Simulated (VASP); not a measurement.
# SnO2 (P1) in VASP: further runs

The runs below take SnO2 through single point, with LDA.

Program: VASP 6.6.1. These are calculated values, not measurements. Logs are shortened: lines on timing, memory, paths and dates and some standing lists are left out, and cuts for length are marked.

## 1. The cell of the first run

The typed cell holds 3 atoms: a = 5.151 Å, b = 5.151 Å, c = 5.151 Å, α = 36.59°, β = 36.59°, γ = 36.59°.

## 2. Single point, LDA

INCAR

```
SYSTEM = SnO2
PREC     = Accurate       ! precision mode
ENCUT    = 520            ! plane-wave cutoff, eV
EDIFF    = 1E-6           ! SCF threshold, eV
ISMEAR   = 0              ! smearing method
SIGMA    = 0.01           ! smearing width, eV
LREAL    = .FALSE.        ! projectors in reciprocal space
LASPH    = .TRUE.         ! aspherical terms in the spheres
NELM     = 80             ! most SCF steps
ALGO     = Normal         ! electronic algorithm
ISIF     = 2              ! what is computed and relaxed
LWAVE    = .FALSE.        ! write WAVECAR
LCHARG   = .FALSE.        ! write CHGCAR
NBANDS   = 20             ! bands
```

KPOINTS

```
regular mesh
0
G
  6 6 6
  0 0 0
```

POSCAR

```
SnO2
1.0
    1.6170900000      0.9336300000      4.8005900000
   -1.6170900000      0.9336300000      4.8005900000
    0.0000000000     -1.8672600000      4.8005900000
Sn O
1 2
Direct
    0.5094200000      0.4755800000      0.5048900000
    0.3045462350      0.2067262350      0.1874475300
    0.8449500000      0.6905000000      0.7700400000
```

Potentials or basis: VASP PAW LDA potentials, release 64 (Sn_d, O).

On the command line:

```sh
$ cat potpaw_LDA.64/Sn_d/POTCAR potpaw_LDA.64/O/POTCAR > POTCAR
$ mpirun -np 1 vasp_std > vasp.out
```

OUTCAR:

```text
SYSTEM = SnO2
   PREC = Accurate
   ENCUT = 520
   EDIFF = 1E-6
   ISMEAR = 0
   LREAL = .FALSE.
   LASPH = .TRUE.
   NELM = 80
   ISIF = 2

 ion  position               nearest neighbor table
   1  0.509  0.476  0.505-   3 1.91   2 1.99   3 2.09   2 2.11   3 2.21   2 2.27
   2  0.305  0.207  0.187-   1 1.99   1 2.11   1 2.27
   3  0.845  0.691  0.770-   1 1.91   1 2.09   1 2.21

  LATTYP: Found a trigonal (rhomboedric) cell.
 ALAT       =     5.1509522802
 COS(alpha) =     0.8028825577

  Lattice vectors:

 A1 = (   1.6170900000,   0.9336300000,   4.8005900000)
 A2 = (  -1.6170900000,   0.9336300000,   4.8005900000)
 A3 = (   0.0000000000,  -1.8672600000,   4.8005900000)

Analysis of symmetry for initial positions (statically):
=====================================================================
 Subroutine PRICEL returns:
 Original cell was already a primitive cell.

 Routine SETGRP: Setting up the symmetry group for a
 trigonal (rhombohedral) supercell.

 Subroutine GETGRP returns: Found  1 space group operations
 (whereof  1 operations were pure point group operations)
 out of a pool of 12 trial point group operations.

The static configuration has the point symmetry C_1 .

Analysis of symmetry for dynamics (positions and initial velocities):
=====================================================================
 Subroutine PRICEL returns:
 Original cell was already a primitive cell.

 Routine SETGRP: Setting up the symmetry group for a
 trigonal (rhombohedral) supercell.

 Subroutine GETGRP returns: Found  1 space group operations
 (whereof  1 operations were pure point group operations)
 out of a pool of 12 trial point group operations.

The dynamic configuration has the point symmetry C_1 .

 Subroutine INISYM returns: Found  1 space group operations
 (whereof  1 operations are pure point group operations),
 and found     1 'primitive' translations

----------------------------------------------------------------------------------------

                                     Primitive cell

  volume of cell :      43.4865

  direct lattice vectors                    reciprocal lattice vectors
     1.617090000  0.933630000  4.800590000     0.309197385  0.178514686  0.069435910
    -1.617090000  0.933630000  4.800590000    -0.309197385  0.178514686  0.069435910
     0.000000000 -1.867260000  4.800590000     0.000000000 -0.357029373  0.069435910

  length of vectors
     5.150952280  5.150952280  5.150953723     0.363719483  0.363719483  0.363718736

  position of ions in fractional coordinates (direct lattice)
     0.509420000  0.475580000  0.504890000
     0.304546235  0.206726235  0.187447530
     0.844950000  0.690500000  0.770040000

  ion indices of the primitive-cell ions
   primitive index   ion index
                 1           1
                 2           2
                 3           3

----------------------------------------------------------------------------------------

 KPOINTS: regular mesh

Automatic generation of k-mesh.
 Grid dimensions read from file:
 generate k-points for:    6    6    6

 Generating k-lattice:

  Cartesian coordinates                     Fractional coordinates (reciprocal lattice)
     0.051532898  0.029752448  0.011572652     0.166666667  0.000000000 -0.000000000
    -0.051532898  0.029752448  0.011572652     0.000000000  0.166666667 -0.000000000
     0.000000000 -0.059504895  0.011572652    -0.000000000 -0.000000000  0.166666667

  Length of vectors
     0.060619914  0.060619914  0.060619789

  Shift w.r.t. Gamma in fractional coordinates (k-lattice)
     0.000000000  0.000000000  0.000000000

 Subroutine IBZKPT returns following result:
 ===========================================

 Found    112 irreducible k-points:

 Following reciprocal coordinates:
            Coordinates               Weight
  0.000000  0.000000  0.000000      1.000000
  0.166667  0.000000  0.000000      2.000000
  0.000000  0.166667  0.000000      2.000000
  0.000000  0.000000  0.166667      2.000000
  0.333333 -0.000000  0.000000      2.000000
[... 48 lines left out ...]

 k-point     2 :       0.1667    0.0000    0.0000
  band No.  band energies     occupation
      1     -17.1672      2.00000
      2     -16.8578      2.00000
      3     -16.6335      2.00000
      4     -16.4978      2.00000
      5     -16.4517      2.00000
      6     -14.7099      2.00000
[... 12 lines left out ...]
     19      17.1748      0.00000
     20      20.3445      0.00000

 k-point     3 :       0.0000    0.1667    0.0000
  band No.  band energies     occupation
      1     -17.1824      2.00000
      2     -16.8415      2.00000
      3     -16.6527      2.00000
      4     -16.5029      2.00000
      5     -16.4499      2.00000
      6     -14.6562      2.00000
[... 12 lines left out ...]
     19      17.4970      0.00000
     20      19.8162      0.00000

 k-point     4 :       0.0000    0.0000    0.1667
  band No.  band energies     occupation
      1     -17.1327      2.00000
      2     -16.8700      2.00000
      3     -16.6533      2.00000
      4     -16.4987      2.00000
      5     -16.4564      2.00000
      6     -14.7303      2.00000
[... 12 lines left out ...]
     19      17.1022      0.00000
     20      20.3263      0.00000

 k-point     5 :       0.3333   -0.0000    0.0000
  band No.  band energies     occupation
      1     -17.5154      2.00000
      2     -16.6598      2.00000
      3     -16.5876      2.00000
      4     -16.4946      2.00000
      5     -16.3800      2.00000
      6     -14.1656      2.00000
[... 12 lines left out ...]
     19      16.2266      0.00000
     20      18.3184      0.00000
[... 353 lines left out ...]
      6     -13.4125      2.00000
[... 12 lines left out ...]
     19      16.6002      0.00000
     20      16.7906      0.00000

 k-point    22 :       0.0000    0.5000    0.1667
  band No.  band energies     occupation
      1     -17.4702      2.00000
      2     -16.9441      2.00000
      3     -16.5635      2.00000
      4     -16.4672      2.00000
      5     -16.3877      2.00000
      6     -13.2305      2.00000
[... 12 lines left out ...]
     19      16.7614      0.00000
     20      17.1242      0.00000

 k-point    23 :      -0.1667    0.5000    0.0000
  band No.  band energies     occupation
      1     -17.4656      2.00000
      2     -16.9523      2.00000
      3     -16.5619      2.00000
      4     -16.4769      2.00000
      5     -16.3722      2.00000
      6     -13.2863      2.00000
[... 12 lines left out ...]
     19      16.7951      0.00000
     20      17.2197      0.00000

 k-point    24 :       0.1667    0.0000    0.5000
  band No.  band energies     occupation
      1     -17.4724      2.00000
      2     -16.9146      2.00000
      3     -16.5798      2.00000
      4     -16.4504      2.00000
      5     -16.3819      2.00000
      6     -13.4726      2.00000
[... 12 lines left out ...]
     19      16.4745      0.00000
     20      17.0317      0.00000

 [... further k-points ...]

------------------------ aborting loop because EDIFF is reached ----------------------------------------

  FORCE on cell =-STRESS in cart. coord.  units (eV):
  Direction    XX          YY          ZZ          XY          YZ          ZX
  --------------------------------------------------------------------------------------
  -------------------------------------------------------------------------------------
  Total        0.6821075     -0.1101166      0.8972770      1.0077559     -0.9298642      2.1952114
  in kB       25.1309305     -4.0570316     33.0584329     37.1288133    -34.2590439     80.8783104
  external PRESSURE =      18.0441106 kB  Pullay stress =       0.0000000 kB

 VOLUME and BASIS-vectors are now :
 -----------------------------------------------------------------------------
  energy-cutoff  :      520.00
  volume of cell :       43.49
      direct lattice vectors                 reciprocal lattice vectors
     1.617090000  0.933630000  4.800590000     0.309197385  0.178514686  0.069435910
    -1.617090000  0.933630000  4.800590000    -0.309197385  0.178514686  0.069435910
     0.000000000 -1.867260000  4.800590000     0.000000000 -0.357029373  0.069435910

 POSITION                                       TOTAL-FORCE (eV/Angst)
 -----------------------------------------------------------------------------------
      0.05472     -0.02314      7.15235         2.449922      2.131605      1.354225
      0.15818      0.12733      3.35427         0.020596     -1.511442      0.214022
      0.24976     -0.00432     11.06771        -2.470517     -0.620163     -1.568246
 -----------------------------------------------------------------------------------
    total drift:                                0.000193      0.000355     -0.000508

  FREE ENERGIE OF THE ION-ELECTRON SYSTEM (eV)
  ---------------------------------------------------
  free  energy   TOTEN  =       -20.0816938528 eV

  energy  without entropy=      -20.0816938528  energy(sigma->0) =      -20.08169385
```

Run time: 4.4 min. Hardware: 1 thread of Intel Xeon 8259CL, shared host; peak memory 0.25 GiB.

What came out:

* Free energy: -20.0817 eV
* Pressure: 1.8 GPa
* Largest force: 3.518 eV/Å
* Band gap on the k mesh: 1.78 eV (least direct gap 2.18 eV)

Forces on the atoms (eV/Å):
```
Sn   2.450  2.132  1.354
O    0.021 -1.511  0.214
O   -2.471 -0.620 -1.568
```

Caveat: spin-orbit coupling is left out, which moves the levels of the heavy elements; forces of over 1 eV/Å act on the atoms, so gaps and moduli don't describe the material at rest. A k mesh can miss the band edges.

## 3. Single point, LDA

INCAR

```
SYSTEM = SnO2
  PREC = Accurate
  ENCUT = 520
  EDIFF = 1E-7
  ISMEAR = 0
  SIGMA = 0.01
  LREAL = .FALSE.
  LASPH = .TRUE.
  NELM = 80
  ALGO = Normal
  ISIF = 2
  LWAVE = .FALSE.
  LCHARG = .FALSE.
  GGA = CA
  NBANDS = 20
```

KPOINTS is that of step 2.

Changes to POSCAR since step 2:

```diff
@@ -9,3 +9,3 @@
     0.5094200000      0.4755800000      0.5048900000
-    0.3045462350      0.2067262350      0.1874475300
+    0.2988337650      0.2010137650      0.1988724700
     0.8449500000      0.6905000000      0.7700400000
```

Potentials or basis: VASP PAW LDA potentials, release 64 (Sn_d, O).

On the command line:

```sh
$ cat potpaw_LDA.64/Sn_d/POTCAR potpaw_LDA.64/O/POTCAR > POTCAR
$ mpirun -np 1 vasp_std > vasp.out
```

Run time: 4.5 min. Hardware: 1 thread of Intel Xeon 8259CL, shared host; peak memory 0.26 GiB.

Results (log left out):

```
Free energy            : -20.1234 eV
Pressure               : 1.3 GPa
Largest force          : 3.425 eV/Å
Band gap on the k mesh : 1.80 eV (least direct gap 2.18 eV)
```

Forces on the atoms (eV/Å):
```
Sn   2.528  1.779  1.473
O   -0.075 -1.102  0.079
O   -2.453 -0.677 -1.552
```

Stress tensor (GPa, compression positive):
```
 2.16  3.54  7.67
 3.54 -1.01 -1.77
 7.67 -1.77  2.76
```

Levels at points of the mesh, in eV from the valence-band top:
| k point | band 10 | band 11 | band 12 | band 13 | band 14 | band 15 | band 16 | band 17 |
| --- | --- | --- | --- | --- | --- | --- | --- | --- |
| (0.00, 0.00, 0.00) | -1.37 | -1.16 | -0.76 | -0.38 | 1.80 | 5.73 | 10.35 | 10.77 |
| (0.50, 0.00, 0.00) | -3.41 | -1.49 | -0.80 | -0.41 | 5.47 | 7.60 | 9.48 | 12.18 |
| (0.00, 0.50, 0.00) | -3.49 | -1.16 | -0.72 | -0.61 | 5.01 | 7.66 | 9.56 | 12.21 |
| (0.00, 0.00, 0.50) | -3.30 | -1.62 | -0.75 | -0.39 | 5.53 | 7.79 | 9.55 | 11.89 |
| (0.50, 0.50, 0.00) | -3.36 | -1.30 | -0.55 | -0.10 | 5.28 | 6.97 | 10.43 | 10.93 |
| (0.50, 0.00, 0.50) | -3.55 | -0.95 | -0.50 | -0.18 | 4.79 | 6.83 | 10.31 | 10.69 |
| (0.00, 0.50, 0.50) | -3.47 | -1.18 | -0.63 | -0.04 | 5.24 | 6.80 | 10.14 | 11.14 |
| (0.50, 0.50, 0.50) | -1.53 | -1.34 | -1.14 | -0.74 | 2.96 | 5.62 | 10.61 | 11.25 |

Caveat: spin-orbit coupling is left out, which moves the levels of the heavy elements; forces of over 1 eV/Å act on the atoms, so gaps and moduli don't describe the material at rest. A k mesh can miss the band edges.

## 4. Single point, LDA

This run uses another cell than the first one, of 14.42 Å³/atom.

INCAR

```
SYSTEM = SnO2
PREC     = Accurate       ! precision mode
ENCUT    = 520            ! plane-wave cutoff, eV
EDIFF    = 1E-6           ! SCF threshold, eV
ISMEAR   = 0              ! smearing method
SIGMA    = 0.01           ! smearing width, eV
LREAL    = .False.        ! projectors in reciprocal space
LASPH    = .True.         ! aspherical terms in the spheres
NELM     = 80             ! most SCF steps
ALGO     = Normal         ! electronic algorithm
ISIF     = 2              ! what is computed and relaxed
LWAVE    = .False.        ! write WAVECAR
LCHARG   = .False.        ! write CHGCAR
NBANDS   = 20             ! bands
```

KPOINTS

```
regular mesh
0
Gamma
  6 6 6
  0 0 0
```

POSCAR

```
SnO2
1.0
    1.6143903456      0.9320713494      4.7925756445
   -1.6143903456      0.9320713494      4.7925756445
    0.0000000000     -1.8641426987      4.7925756445
Sn O
1 2
Direct
    0.5094200000      0.4755800000      0.5048900000
    0.3016900000      0.2038700000      0.1931600000
    0.8449500000      0.6905000000      0.7700400000
```

On the command line:

```sh
$ cat potpaw_LDA.64/Sn_d/POTCAR potpaw_LDA.64/O/POTCAR > POTCAR
$ mpirun -np 1 vasp_std > vasp.out
```

Wall time 4.3 min (1 thread of Intel Xeon 8259CL, shared host); peak memory 0.25 GiB.

Results (log left out):

* Free energy: -20.1013 eV
* Pressure: 2.3 GPa
* Largest force: 3.528 eV/Å
* Band gap on the k mesh: 1.82 eV (least direct gap 2.22 eV)

Forces on the atoms (eV/Å):
```
Sn   2.539  1.988  1.430
O   -0.035 -1.326  0.202
O   -2.504 -0.662 -1.632
```

Stress tensor (GPa, compression positive):
```
 3.26  3.74  8.02
 3.74  0.30 -2.63
 8.02 -2.63  3.48
```

Levels at points of the mesh, in eV from the valence-band top:
| k point | band 9 | band 10 | band 11 | band 12 | band 13 | band 14 | band 15 | band 16 | band 17 | band 18 |
| --- | --- | --- | --- | --- | --- | --- | --- | --- | --- | --- |
| (0.00, 0.00, 0.00) | -2.07 | -1.40 | -1.17 | -0.76 | -0.40 | 1.82 | 5.75 | 10.37 | 10.79 | 11.75 |
| (0.50, 0.00, 0.00) | -4.20 | -3.43 | -1.50 | -0.84 | -0.41 | 5.49 | 7.59 | 9.49 | 12.21 | 12.67 |
| (0.00, 0.50, 0.00) | -4.56 | -3.51 | -1.17 | -0.74 | -0.61 | 5.02 | 7.68 | 9.58 | 12.23 | 12.77 |
| (0.00, 0.00, 0.50) | -4.28 | -3.32 | -1.67 | -0.76 | -0.39 | 5.60 | 7.82 | 9.57 | 11.88 | 12.38 |
| (0.50, 0.50, 0.00) | -4.51 | -3.38 | -1.34 | -0.56 | -0.11 | 5.35 | 7.01 | 10.46 | 10.96 | 12.26 |
| (0.50, 0.00, 0.50) | -4.73 | -3.58 | -0.96 | -0.51 | -0.19 | 4.80 | 6.84 | 10.31 | 10.71 | 12.95 |
| (0.00, 0.50, 0.50) | -4.41 | -3.50 | -1.19 | -0.66 | -0.04 | 5.27 | 6.79 | 10.14 | 11.15 | 12.66 |
| (0.50, 0.50, 0.50) | -2.10 | -1.55 | -1.36 | -1.14 | -0.74 | 2.98 | 5.64 | 10.61 | 11.26 | 11.73 |

Caveat: spin-orbit coupling is left out, which moves the levels of the heavy elements; forces of over 1 eV/Å act on the atoms, so gaps and moduli don't describe the material at rest.

## 5. Single point, LDA

This run uses another cell than the first one, of 14.57 Å³/atom.

INCAR

```
  PREC = Accurate
  ENCUT = 520
  EDIFF = 1E-6
  ISMEAR = 0
  SIGMA = 0.01
  LREAL = F
  LASPH = T
  NELM = 60
  ALGO = Normal
  ISIF = 2
  LWAVE = F
  LCHARG = F
  NBANDS = 20
```

KPOINTS

```
Automatic mesh
0
Gamma
  6 6 6
```

POSCAR

```
SnO2
1.0
    1.6197806705      0.9351834638      4.8085776853
   -1.6197806705      0.9351834638      4.8085776853
    0.0000000000     -1.8703669275      4.8085776853
Sn O
1 2
Direct
    0.5094200000      0.4755800000      0.5048900000
    0.3016900000      0.2038700000      0.1931600000
    0.8449500000      0.6905000000      0.7700400000
```

On the command line:

```sh
$ cat potpaw_LDA.64/Sn_d/POTCAR potpaw_LDA.64/O/POTCAR > POTCAR
$ mpirun -np 1 vasp_std > vasp.out
```

Wall time 3.9 min (1 thread of Intel Xeon 8259CL, shared host); peak memory 0.26 GiB.

The run converged. Its results:

- Free energy: -20.1060 eV
- Pressure: 0.7 GPa
- Largest force: 3.405 eV/Å
- Band gap on the k mesh: 1.76 eV (least direct gap 2.14 eV)

Forces on the atoms (eV/Å):
```
Sn   2.439  1.913  1.407
O   -0.020 -1.279  0.082
O   -2.420 -0.634 -1.489
```

Stress tensor (GPa, compression positive):
```
 1.42  3.52  7.75
 3.52 -1.73 -2.54
 7.75 -2.54  2.54
```

Levels at points of the mesh, in eV from the valence-band top:
| k point | band 9 | band 10 | band 11 | band 12 | band 13 | band 14 | band 15 | band 16 | band 17 | band 18 |
| --- | --- | --- | --- | --- | --- | --- | --- | --- | --- | --- |
| (0.00, 0.00, 0.00) | -2.06 | -1.38 | -1.17 | -0.75 | -0.39 | 1.76 | 5.70 | 10.29 | 10.71 | 11.66 |
| (0.50, 0.00, 0.00) | -4.16 | -3.40 | -1.48 | -0.83 | -0.40 | 5.40 | 7.53 | 9.44 | 12.16 | 12.61 |
| (0.00, 0.50, 0.00) | -4.52 | -3.48 | -1.16 | -0.73 | -0.61 | 4.93 | 7.62 | 9.52 | 12.17 | 12.70 |
| (0.00, 0.00, 0.50) | -4.24 | -3.29 | -1.65 | -0.75 | -0.39 | 5.50 | 7.75 | 9.52 | 11.82 | 12.32 |
| (0.50, 0.50, 0.00) | -4.47 | -3.35 | -1.33 | -0.56 | -0.11 | 5.26 | 6.95 | 10.40 | 10.89 | 12.20 |
| (0.50, 0.00, 0.50) | -4.68 | -3.54 | -0.95 | -0.51 | -0.18 | 4.72 | 6.79 | 10.26 | 10.63 | 12.87 |
| (0.00, 0.50, 0.50) | -4.37 | -3.46 | -1.17 | -0.66 | -0.04 | 5.18 | 6.74 | 10.09 | 11.09 | 12.61 |
| (0.50, 0.50, 0.50) | -2.09 | -1.53 | -1.34 | -1.14 | -0.74 | 2.91 | 5.58 | 10.52 | 11.23 | 11.64 |

Caveat: spin-orbit coupling is left out, which moves the levels of the heavy elements; forces of over 1 eV/Å act on the atoms, so gaps and moduli don't describe the material at rest. A k mesh can miss the band edges.

## 6. Overview

| cell | gap on the mesh (eV) | pressure (GPa) | largest force (eV/Å) |
| --- | --- | --- | --- |
| a = 5.151 Å, angles 36.6°, 3 atoms, atomic positions A | 1.78 | 1.8 | 3.52 |
| a = 5.151 Å, angles 36.6°, 3 atoms, atomic positions B | 1.80 | 1.3 | 3.42 |
| a = 5.142 Å, angles 36.6°, 3 atoms, atomic positions C | 1.82 | 2.3 | 3.53 |
| a = 5.160 Å, angles 36.6°, 3 atoms, atomic positions C | 1.76 | 0.7 | 3.40 |

Alike in all rows: task single point; level LDA; potentials or basis VASP PAW LDA potentials, release 64 (Sn_d, O); no spin polarisation; k mesh 6 × 6 × 6; cutoff (eV) 520; smearing gaussian 0.01 eV.

Caveats: spin-orbit coupling is left out, which moves the levels of the heavy elements; forces of over 1 eV/Å act on the atoms, so gaps and moduli don't describe the material at rest.

Total energies depend on the potentials used, so only differences within one code and one set of settings carry meaning.
